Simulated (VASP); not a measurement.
# BaTiO3 (P4mm) in VASP: further runs, part 2 of 3

VASP 6.6.1. The steps go on from the part before.

### Step 3. Single point, PBE

INCAR

```
SYSTEM = BaTiO3
PREC = Accurate
ENCUT = 520
EDIFF = 1E-6
ISMEAR = 0
SIGMA = 0.02
LREAL = .FALSE.
LASPH = .TRUE.
NELM = 80
ALGO = Normal
ISIF = 2
LWAVE = .FALSE.
LCHARG = .FALSE.
GGA = PE
NBANDS = 28
```

KPOINTS

```
regular mesh
0
G
  8 8 6
  0 0 0
```

POSCAR

```
BaTiO3
1.0
    3.9854497974      0.0000000000      0.0000000000
    0.0000000000      3.9854497974      0.0000000000
    0.0000000000      0.0000000000      4.3264971240
Ba Ti O
1 1 3
Direct
    0.5000000000      0.5000000000      0.6006785108
    0.0000000000      0.0000000000      0.1147671007
    0.0000000000      0.5000000000      0.0573251531
    0.5000000000      0.0000000000      0.0573251531
    0.0000000000      0.0000000000      0.5299010722
```

Potentials or basis: VASP PAW PBE potentials, release 64 (Ba_sv, Ti_sv, O).

Command:

```sh
> cat potpaw_PBE.64/Ba_sv/POTCAR potpaw_PBE.64/Ti_sv/POTCAR potpaw_PBE.64/O/POTCAR > POTCAR
> mpirun -np 1 vasp_std > vasp.out
```

OUTCAR:

```text
SYSTEM = BaTiO3
   PREC = Accurate
   ENCUT = 520
   EDIFF = 1E-6
   ISMEAR = 0
   LREAL = .FALSE.
   LASPH = .TRUE.
   NELM = 80
   ISIF = 2
   GGA = PE

 ion  position               nearest neighbor table
   1  0.500  0.500  0.601-   3 2.81   4 2.81   4 2.81   3 2.81   5 2.83   5 2.83   5 2.83   5 2.83
                             3 3.08   4 3.08   3 3.08   4 3.08   2 3.52   2 3.52   2 3.52   2 3.52
   2  0.000  0.000  0.115-   5 1.80   4 2.01   3 2.01   3 2.01   4 2.01   1 3.52   1 3.52   1 3.52
                             1 3.52   1 3.59   1 3.59   1 3.59   1 3.59
   3  0.000  0.500  0.057-   2 2.01   2 2.01   1 2.81   1 2.81   1 3.08   1 3.08
   4  0.500  0.000  0.057-   2 2.01   2 2.01   1 2.81   1 2.81   1 3.08   1 3.08
   5  0.000  0.000  0.530-   2 1.80   1 2.83   1 2.83   1 2.83   1 2.83

  LATTYP: Found a simple tetragonal cell.
 ALAT       =     3.9854497974
 C/A-ratio  =     1.0855731082

  Lattice vectors:

 A1 = (   3.9854497974,   0.0000000000,   0.0000000000)
 A2 = (   0.0000000000,   3.9854497974,   0.0000000000)
 A3 = (   0.0000000000,   0.0000000000,   4.3264971240)

Analysis of symmetry for initial positions (statically):
=====================================================================
 Subroutine PRICEL returns:
 Original cell was already a primitive cell.

 Routine SETGRP: Setting up the symmetry group for a
 simple tetragonal supercell.

 Subroutine GETGRP returns: Found  8 space group operations
 (whereof  8 operations were pure point group operations)
 out of a pool of 16 trial point group operations.

The static configuration has the point symmetry C_4v.

Analysis of symmetry for dynamics (positions and initial velocities):
=====================================================================
 Subroutine PRICEL returns:
 Original cell was already a primitive cell.

 Routine SETGRP: Setting up the symmetry group for a
 simple tetragonal supercell.

 Subroutine GETGRP returns: Found  8 space group operations
 (whereof  8 operations were pure point group operations)
 out of a pool of 16 trial point group operations.

The dynamic configuration has the point symmetry C_4v.

 Subroutine INISYM returns: Found  8 space group operations
 (whereof  8 operations are pure point group operations),
 and found     1 'primitive' translations

----------------------------------------------------------------------------------------

                                     Primitive cell

  volume of cell :      68.7213

  direct lattice vectors                    reciprocal lattice vectors
     3.985449797  0.000000000  0.000000000     0.250912708  0.000000000  0.000000000
     0.000000000  3.985449797  0.000000000     0.000000000  0.250912708  0.000000000
     0.000000000  0.000000000  4.326497124     0.000000000  0.000000000  0.231133864

  length of vectors
     3.985449797  3.985449797  4.326497124     0.250912708  0.250912708  0.231133864

  position of ions in fractional coordinates (direct lattice)
     0.500000000  0.500000000  0.600678511
     0.000000000  0.000000000  0.114767101
     0.000000000  0.500000000  0.057325153
[... 34 lines left out ...]

 Found     60 irreducible k-points:

 Following reciprocal coordinates:
            Coordinates               Weight
  0.000000  0.000000  0.000000      1.000000
  0.125000  0.000000  0.000000      4.000000
  0.250000  0.000000  0.000000      4.000000
  0.375000  0.000000  0.000000      4.000000
  0.500000  0.000000  0.000000      2.000000
  0.125000  0.125000  0.000000      4.000000
[... 16 lines left out ...]
  0.375000  0.125000  0.166667     16.000000
  0.500000  0.125000  0.166667      8.000000
 [... further k-points ...]
   k-points           NKPTS =     60   k-points in BZ     NKDIM =     60   number of bands    NBANDS=     28
   number of dos      NEDOS =    301   number of ions     NIONS =      5
   total plane-waves  NPLWV =  28800
   dimension x,y,z NGX =    30 NGY =   30 NGZ =   32
   dimension x,y,z NGXF=    60 NGYF=   60 NGZF=   64
   ions per type =               1   1   3
   NGX,Y,Z   is equivalent  to a cutoff of  12.51, 12.51, 12.30 a.u.
   NGXF,Y,Z  is equivalent  to a cutoff of  25.03, 25.03, 24.59 a.u.
 SYSTEM =  BaTiO3
   PREC   = accura    normal or accurate (medium, high low for compatibility)
   ISTART =      0    job   : 0-new  1-cont  2-samecut
   ICHARG =      2    charge: 1-file 2-atom 10-const
   ISPIN  =      1    spin polarized calculation?
   LNONCOLLINEAR =      F non collinear calculations
   LSORBIT =      F    spin-orbit coupling
   LASPH  =      T    aspherical Exc in radial PAW
   ENCUT  =  520.0 eV  38.22 Ry    6.18 a.u.   7.41  7.41  8.04*2*pi/ulx,y,z
   NELM   =     80;   NELMIN=  2; NELMDL= -5     # of ELM steps
   EDIFF  = 0.1E-05   stopping-criterion for ELM
   LREAL  =      F    real-space projection
   EDIFFG = 0.1E-04   stopping-criterion for IOM
   NSW    =      0    number of steps for IOM
   IBRION =     -1    ionic relax: 0-MD 1-quasi-New 2-CG
   NFREE  =      0    steps in history (QN), initial steepest desc. (CG)
   ISIF   =      2    stress and relaxation
   ISYM   =      2    0-nonsym 1-usesym 2-fastsym
   POTIM  = 0.5000    time-step for ionic-motion
   TEBEG  =    0.0;   TEEND  =   0.0 temperature during run
   PSTRESS=    0.0 pullay stress
   NELECT =      40.0000    total number of electrons
   NUPDOWN=      -1.0000    fix difference up-down
   EMIN   =  10.00;   EMAX   =-10.00  energy-range for DOS
   EFERMI =   0.00;   METHOD = LEGACY
   ISMEAR =     0;   SIGMA  =   0.02  broadening in eV -4-tet -1-fermi 0-gaus
   EFERMI_NEDOS =   21; number of points for ismear=-14 and -15
   IALGO  =     38    algorithm
   IMIX   =      4    mixing-type and parameters
     AMIX     =   0.40;   BMIX     =  1.00
     AMIX_MAG =   1.60;   BMIX_MAG =  1.00
  volume/ion in A,a.u.               =      13.74        92.75
  Fermi-wavevector in a.u.,A,eV,Ry     =   1.366882  2.583033 25.420680  1.868367
  Thomas-Fermi vector in A             =   2.492984
   LORBIT       =      0    0 simple, 1 ext, 2 COOP (PROOUT), +10 PAW based schemes
   GGA     = PE    functional components
   LHFCALC =     F    Hartree Fock is set to
   AEXX    =    0.0000 exact exchange contribution
   IVDW    =     0    specifies the selected vdW correction
   LEPSILON=     F    determine dielectric tensor
   LRPA    =     F    only Hartree local field effects (RPA)
 non-spin polarized calculation
 Gauss-broadening in eV      SIGMA  =   0.02
  energy-cutoff  :      520.00
  volume of cell :       68.72
 maximum number of plane-waves:      1884
 NGX is ok and might be reduce to    30
   NGX = 15   NGY = 15   NGZ = 17

 number of electron      39.9999981 magnetization

 Free energy of the ion-electron system (eV)
  ---------------------------------------------------
  ext. energy  EPLUGINS =         0.00000000
  ---------------------------------------------------
  free energy    TOTEN  =       -40.03923635 eV

  energy without entropy =      -40.03923635  energy(sigma->0) =      -40.03923635

 E-fermi :   3.7091     XC(G=0): -10.8556

 val. band max:        3.6192495006   @ k =   0.5000   0.5000   0.5000
 cond. band min:       5.4039275921   @ k =   0.0000   0.0000   0.0000
 fundamental gap:      1.7846780914
 Fermi energy:         3.7090834561

 k-point     1 :       0.0000    0.0000    0.0000
  band No.  band energies     occupation
      1     -53.0939      2.00000
      2     -29.4654      2.00000
      3     -29.2803      2.00000
      4     -29.2803      2.00000
      5     -21.7663      2.00000
      6     -13.4225      2.00000
[... 733 lines left out ...]
     27      11.0730      0.00000
     28      11.4728      0.00000

 [... further k-points ...]

------------------------ aborting loop because EDIFF is reached ----------------------------------------

  FORCE on cell =-STRESS in cart. coord.  units (eV):
  Direction    XX          YY          ZZ          XY          YZ          ZX
  --------------------------------------------------------------------------------------
  -------------------------------------------------------------------------------------
  Total       -0.2926265     -0.2926265     -0.2288313      0.0000000      0.0000000      0.0000000
  in kB       -6.8223362     -6.8223362     -5.3350059      0.0000000      0.0000000      0.0000000
  external PRESSURE =      -6.3265594 kB  Pullay stress =       0.0000000 kB

 VOLUME and BASIS-vectors are now :
 -----------------------------------------------------------------------------
  energy-cutoff  :      520.00
  volume of cell :       68.72
      direct lattice vectors                 reciprocal lattice vectors
     3.985449797  0.000000000  0.000000000     0.250912708  0.000000000  0.000000000
     0.000000000  3.985449797  0.000000000     0.000000000  0.250912708  0.000000000
     0.000000000  0.000000000  4.326497124     0.000000000  0.000000000  0.231133864

 POSITION                                       TOTAL-FORCE (eV/Angst)
 -----------------------------------------------------------------------------------
      1.99272      1.99272      2.59883         0.000000      0.000000     -0.064560
      0.00000      0.00000      0.49654         0.000000     -0.000000     -0.090270
      0.00000      1.99272      0.24802         0.000000     -0.000000      0.033688
      1.99272      0.00000      0.24802         0.000000     -0.000000      0.033688
      0.00000      0.00000      2.29262        -0.000000     -0.000000      0.087455
 -----------------------------------------------------------------------------------
    total drift:                                0.000000     -0.000000     -0.000871

  FREE ENERGIE OF THE ION-ELECTRON SYSTEM (eV)
  ---------------------------------------------------
  free  energy   TOTEN  =       -40.0392363532 eV

  energy  without entropy=      -40.0392363532  energy(sigma->0) =      -40.03923635
```

OSZICAR:

```text
N       E                     dE             d eps       ncg     rms          rms(c)
DAV:   1     0.423019160251E+03    0.42302E+03   -0.19415E+04  3360   0.150E+03
DAV:   2    -0.478765346171E+01   -0.42781E+03   -0.40830E+03  3896   0.415E+02
DAV:   3    -0.488711381542E+02   -0.44083E+02   -0.43727E+02  4708   0.134E+02
DAV:   4    -0.506429928905E+02   -0.17719E+01   -0.17672E+01  5048   0.239E+01
DAV:   5    -0.506768517609E+02   -0.33859E-01   -0.33852E-01  4608   0.283E+00    0.233E+01
DAV:   6    -0.403919962342E+02    0.10285E+02   -0.58152E+01  5064   0.672E+01    0.105E+01
DAV:   7    -0.402634019620E+02    0.12859E+00   -0.12793E+01  4608   0.266E+01    0.718E+00
DAV:   8    -0.400468255120E+02    0.21658E+00   -0.62896E-01  4144   0.726E+00    0.385E+00
DAV:   9    -0.400763621777E+02   -0.29537E-01   -0.48268E-01  4972   0.635E+00    0.185E+00
DAV:  10    -0.400439410416E+02    0.32421E-01   -0.15054E-01  4452   0.372E+00    0.620E-01
DAV:  11    -0.400403874537E+02    0.35536E-02   -0.18037E-02  4568   0.133E+00    0.319E-01
DAV:  12    -0.400392022443E+02    0.11852E-02   -0.59234E-03  4124   0.524E-01    0.449E-02
DAV:  13    -0.400392832973E+02   -0.81053E-04   -0.32799E-04  3900   0.146E-01    0.605E-02
DAV:  14    -0.400392323908E+02    0.50907E-04   -0.16726E-04  4052   0.137E-01    0.820E-03
DAV:  15    -0.400392357956E+02   -0.34049E-05   -0.14495E-05  4516   0.240E-02    0.371E-03
DAV:  16    -0.400392363532E+02   -0.55757E-06   -0.27374E-06  3160   0.165E-02
   1 F= -.40039236E+02 E0= -.40039236E+02  d E =-.511347E-13
```

stdout:

```text
POSCAR found type information on POSCAR BaTiO
 POSCAR found :  3 types and       5 ions
 scaLAPACK will be used
 LDA part: xc-table for (Slater+PW92), standard interpolation
 POSCAR, INCAR and KPOINTS ok, starting setup
 FFT: planning ... GRIDC
 FFT: planning ... GRID_SOFT
 FFT: planning ... GRID
 WAVECAR not read
 entering main loop
```

It took 58 s on 1 thread of Intel Xeon 6975P-C (Granite Rapids), shared host; peak memory 0.25 GiB.

What came out:

* Free energy: -40.0392 eV
* Pressure: -0.6 GPa
* Largest force: 0.090 eV/Å
* Band gap on the k mesh: 1.78 eV (least direct gap 2.42 eV)

Forces on the atoms (eV/Å):
```
Ba   0.000  0.000 -0.065
Ti   0.000  0.000 -0.090
O    0.000  0.000  0.034
O    0.000  0.000  0.034
O    0.000  0.000  0.087
```

Levels at points of the mesh, in eV from the valence-band top:
| k point | band 17 | band 18 | band 19 | band 20 | band 21 | band 22 | band 23 | band 24 |
| --- | --- | --- | --- | --- | --- | --- | --- | --- |
| (0.00, 0.00, 0.00) | -1.43 | -1.26 | -0.64 | -0.64 | 1.78 | 2.62 | 2.62 | 3.94 |
| (0.50, 0.00, 0.00) | -2.00 | -1.86 | -1.72 | -1.61 | 2.65 | 3.33 | 3.46 | 4.03 |
| (0.50, 0.50, 0.00) | -2.20 | -1.22 | -1.22 | -0.05 | 3.51 | 3.51 | 3.73 | 3.85 |
| (0.00, 0.00, 0.50) | -2.14 | -2.01 | -0.75 | -0.75 | 1.89 | 3.37 | 3.37 | 3.98 |
| (0.50, 0.00, 0.50) | -1.94 | -1.33 | -1.19 | -0.69 | 3.38 | 3.40 | 3.55 | 4.69 |
| (0.50, 0.50, 0.50) | -2.73 | -0.66 | -0.66 | 0.00 | 3.79 | 3.79 | 3.95 | 5.57 |

Caveat: spin-orbit coupling is left out, which moves the levels of the heavy elements. A k mesh can miss the band edges.

(Continued in part 3 of 3.)
